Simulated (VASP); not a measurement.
# RbBr (I4/mmm) in VASP: a series of runs, part 4 of 4

VASP 6.6.1.

## Step 7: Single point, PBEsol

This run uses another cell than the first one, of the same volume but with other edges.

The input, INCAR:

```
SYSTEM = RbBr
PREC = Accurate
ENCUT = 520
EDIFF = 1E-6
ISMEAR = 0
SIGMA = 0.05
LREAL = .FALSE.
LASPH = .TRUE.
NELM = 100
ALGO = Normal
ISIF = 2
LWAVE = .FALSE.
LCHARG = .FALSE.
GGA = PS
NBANDS = 15
```

The input, KPOINTS:

```
regular mesh
0
G
  6 6 6
  0 0 0
```

The input, POSCAR:

```
RbBr
1.0
    0.0000000000      3.4744578900      3.3354795744
    3.4744578900      0.0000000000      3.3354795744
    3.4744578900      3.4744578900      0.0000000000
Rb Br
1 1
Direct
    0.0000000000      0.0000000000      0.0000000000
    0.5000000000      0.5000000000      0.5000000000
```

Potentials or basis: VASP PAW PBE potentials, release 64 (Rb_sv, Br).

Launch:

```console
cat potpaw_PBE.64/Rb_sv/POTCAR potpaw_PBE.64/Br/POTCAR > POTCAR
mpirun -np 1 vasp_std > vasp.out
```

OUTCAR:

```text
SYSTEM = RbBr
   PREC = Accurate
   ENCUT = 520
   EDIFF = 1E-6
   ISMEAR = 0
   LREAL = .FALSE.
   LASPH = .TRUE.
   NELM = 100
   ISIF = 2
   GGA = PS

 ion  position               nearest neighbor table
   1  0.000  0.000  0.000-   2 3.34   2 3.34   2 3.47   2 3.47   2 3.47   2 3.47
   2  0.500  0.500  0.500-   1 3.34   1 3.34   1 3.47   1 3.47   1 3.47   1 3.47

  LATTYP: Found a body centered tetragonal cell.
 ALAT       =     4.9136254699
 C/A-ratio  =     1.3576450199

  Lattice vectors:

 A1 = (   0.0000000000,  -3.4744578900,  -3.3354795744)
 A2 = (   0.0000000000,   3.4744578900,  -3.3354795744)
 A3 = (   3.4744578900,   0.0000000000,   3.3354795744)

Analysis of symmetry for initial positions (statically):
=====================================================================
 Subroutine PRICEL returns:
 Original cell was already a primitive cell.

 Routine SETGRP: Setting up the symmetry group for a
 body centered tetragonal supercell.

 Subroutine GETGRP returns: Found 16 space group operations
 (whereof 16 operations were pure point group operations)
 out of a pool of 16 trial point group operations.

The static configuration has the point symmetry D_4h.

Analysis of symmetry for dynamics (positions and initial velocities):
=====================================================================
 Subroutine PRICEL returns:
 Original cell was already a primitive cell.

 Routine SETGRP: Setting up the symmetry group for a
 body centered tetragonal supercell.

 Subroutine GETGRP returns: Found 16 space group operations
 (whereof 16 operations were pure point group operations)
 out of a pool of 16 trial point group operations.

The dynamic configuration has the point symmetry D_4h.

 Subroutine INISYM returns: Found 16 space group operations
 (whereof 16 operations are pure point group operations),
 and found     1 'primitive' translations

----------------------------------------------------------------------------------------

[... 121 lines left out ...]
   LEPSILON=     F    determine dielectric tensor
   LRPA    =     F    only Hartree local field effects (RPA)
 non-spin polarized calculation
 Gauss-broadening in eV      SIGMA  =   0.05
  energy-cutoff  :      520.00
  volume of cell :       80.53
 maximum number of plane-waves:      2192
   NGX = 17   NGY = 17   NGZ = 19

 number of electron      15.9999999 magnetization

 Free energy of the ion-electron system (eV)
  ---------------------------------------------------
  ext. energy  EPLUGINS =         0.00000000
  ---------------------------------------------------
  free energy    TOTEN  =        -6.34679145 eV

  energy without entropy =       -6.34679145  energy(sigma->0) =       -6.34679145

 E-fermi :  -1.6052     XC(G=0):  -7.4007

 val. band max:       -1.8098286490   @ k =   0.0000   0.0000   0.0000
 cond. band min:       2.3608039712   @ k =   0.0000   0.0000   0.0000
 fundamental gap:      4.1706326203
 Fermi energy:        -1.6052059255

 k-point     1 :       0.0000    0.0000    0.0000
  band No.  band energies     occupation
      1     -26.1993      2.00000
      2     -14.0412      2.00000
      3     -10.2976      2.00000
      4     -10.2844      2.00000
      5     -10.2844      2.00000
      6      -1.8622      2.00000
      7      -1.8622      2.00000
      8      -1.8098      2.00000
      9       2.3608      0.00000
     10       5.2732      0.00000
     11       5.2732      0.00000
     12       5.5289      0.00000
     13       6.1365      0.00000
     14       6.3653      0.00000
[... 401 lines left out ...]
      2     -14.0135      2.00000
      3     -10.4265      2.00000
      4     -10.3473      2.00000
      5     -10.3291      2.00000
      6      -2.4057      2.00000
      7      -2.1471      2.00000
      8      -2.0459      2.00000
      9       4.0911      0.00000
     10       5.3129      0.00000
     11       6.8650      0.00000
     12       7.5000      0.00000
     13       7.5607      0.00000
     14       8.5176      0.00000
     15       8.9739      0.00000

 [... further k-points ...]

------------------------ aborting loop because EDIFF is reached ----------------------------------------

  FORCE on cell =-STRESS in cart. coord.  units (eV):
  Direction    XX          YY          ZZ          XY          YZ          ZX
  --------------------------------------------------------------------------------------
  -------------------------------------------------------------------------------------
  Total       -0.1928373     -0.1928373      0.4602380      0.0000000     -0.0000000     -0.0000000
  in kB       -3.8365356     -3.8365356      9.1565252      0.0000000     -0.0000000     -0.0000000
  external PRESSURE =       0.4944847 kB  Pullay stress =       0.0000000 kB

 VOLUME and BASIS-vectors are now :
 -----------------------------------------------------------------------------
  energy-cutoff  :      520.00
  volume of cell :       80.53
      direct lattice vectors                 reciprocal lattice vectors
     0.000000000  3.474457890  3.335479574    -0.143907342  0.143907342  0.149903481
     3.474457890  0.000000000  3.335479574     0.143907342 -0.143907342  0.149903481
     3.474457890  3.474457890  0.000000000     0.143907342  0.143907342 -0.149903481

 POSITION                                       TOTAL-FORCE (eV/Angst)
 -----------------------------------------------------------------------------------
      0.00000      0.00000      0.00000         0.000000      0.000000     -0.000000
      3.47446      3.47446      3.33548         0.000000      0.000000      0.000000
 -----------------------------------------------------------------------------------
    total drift:                                0.000000      0.000000      0.000000

  FREE ENERGIE OF THE ION-ELECTRON SYSTEM (eV)
  ---------------------------------------------------
  free  energy   TOTEN  =        -6.3467914541 eV

  energy  without entropy=       -6.3467914541  energy(sigma->0) =       -6.34679145
```

OSZICAR:

```text
N       E                     dE             d eps       ncg     rms          rms(c)
DAV:   1     0.817607272421E+02    0.81761E+02   -0.66691E+03   900   0.915E+02
DAV:   2    -0.591658199965E+00   -0.82352E+02   -0.75895E+02  1259   0.163E+02
DAV:   3    -0.640581346167E+01   -0.58142E+01   -0.57884E+01  1241   0.446E+01
DAV:   4    -0.655133463106E+01   -0.14552E+00   -0.14549E+00  1270   0.679E+00
DAV:   5    -0.655330560438E+01   -0.19710E-02   -0.19710E-02  1279   0.673E-01    0.282E+00
DAV:   6    -0.635320613854E+01    0.20010E+00   -0.24083E-01  1103   0.228E+00    0.185E+00
DAV:   7    -0.633630743988E+01    0.16899E-01   -0.10439E-01  1173   0.160E+00    0.929E-01
DAV:   8    -0.634607315306E+01   -0.97657E-02   -0.12150E-02   968   0.636E-01    0.102E-01
DAV:   9    -0.634640202393E+01   -0.32887E-03   -0.54628E-04  1229   0.118E-01    0.599E-02
DAV:  10    -0.634678104682E+01   -0.37902E-03   -0.48699E-04   914   0.115E-01    0.201E-02
DAV:  11    -0.634678515791E+01   -0.41111E-05   -0.23476E-05  1212   0.251E-02    0.770E-03
DAV:  12    -0.634679125698E+01   -0.60991E-05   -0.94728E-06   935   0.167E-02    0.135E-03
DAV:  13    -0.634679145408E+01   -0.19711E-06   -0.26733E-07  1017   0.302E-03
   1 F= -.63467915E+01 E0= -.63467915E+01  d E =-.695731E-11
```

stdout:

```text
POSCAR found type information on POSCAR RbBr
 POSCAR found :  2 types and       2 ions
 scaLAPACK will be used
 -----------------------------------------------------------------------------
|                                                                             |
|                                                                             |
|     You enforced a specific xc type in the INCAR file but a different       |
|     I HOPE YOU KNOW WHAT YOU ARE DOING!                                     |
|                                                                             |
 -----------------------------------------------------------------------------

 LDA part: xc-table for (Slater+PW92), standard interpolation
 POSCAR, INCAR and KPOINTS ok, starting setup
 FFT: planning ... GRIDC
 FFT: planning ... GRID_SOFT
 FFT: planning ... GRID
 WAVECAR not read
 entering main loop
```

It took 46 s on 1 thread of Intel Xeon 8259CL, shared host; peak memory 0.23 GiB.

Results:

```
Free energy            : -6.3468 eV
Pressure               : 0.0 GPa
Band gap on the k mesh : 4.17 eV
```

Levels at points of the mesh, in eV from the valence-band top:
```csv
k point,band 6,band 7,band 8,band 9,band 10,band 11
"(0.00, 0.00, 0.00)",-0.05,-0.05,0.00,4.17,7.08,7.08
"(0.50, 0.00, 0.00)",-1.06,-0.41,-0.40,6.63,7.57,9.38
"(0.50, 0.50, 0.00)",-0.46,-0.23,-0.23,5.43,7.03,9.11
"(0.50, 0.00, 0.50)",-0.55,-0.20,-0.16,5.48,6.95,8.95
```

Caveat: the PAW data sets were made with another functional, which shifts forces and pressure a little.

## Step 8: Summary

| cell | gap on the mesh (eV) | pressure (GPa) |
| --- | --- | --- |
| a = 5.151, b = 5.151, c = 4.441 Å, angles 64.5, 64.5, 51.1°, 2 atoms | 3.99 | 2.7 |
| a = 4.789, b = 4.789, c = 4.984 Å, angles 58.6, 58.6, 62.7°, 2 atoms | 4.11 | 0.3 |
| a = 4.936, b = 4.936, c = 4.696 Å, angles 61.6, 61.6, 56.8°, 2 atoms | 4.16 | 0.4 |
| a = 4.719, b = 4.719, c = 5.596 Å, angles 53.6, 53.6, 72.7°, 2 atoms | 1.69 | 14.1 |
| a = 5.398, b = 5.398, c = 4.234 Å, angles 66.9, 66.9, 46.2°, 2 atoms | 3.77 | 6.1 |
| a = 4.816, b = 4.816, c = 4.914 Å, angles 59.3, 59.3, 61.3°, 2 atoms | 4.17 | 0.0 |

Alike in all rows: task single point; level PBEsol; potentials or basis VASP PAW PBE potentials, release 64 (Rb_sv, Br); no spin polarisation; k mesh 6 × 6 × 6; cutoff (eV) 520; smearing gaussian 0.05 eV.

Caveats: the PAW data sets were made with another functional, which shifts forces and pressure a little; the cell stands under pressure (at least some runs).

Absolute energies hang on the potentials; compare differences alone.
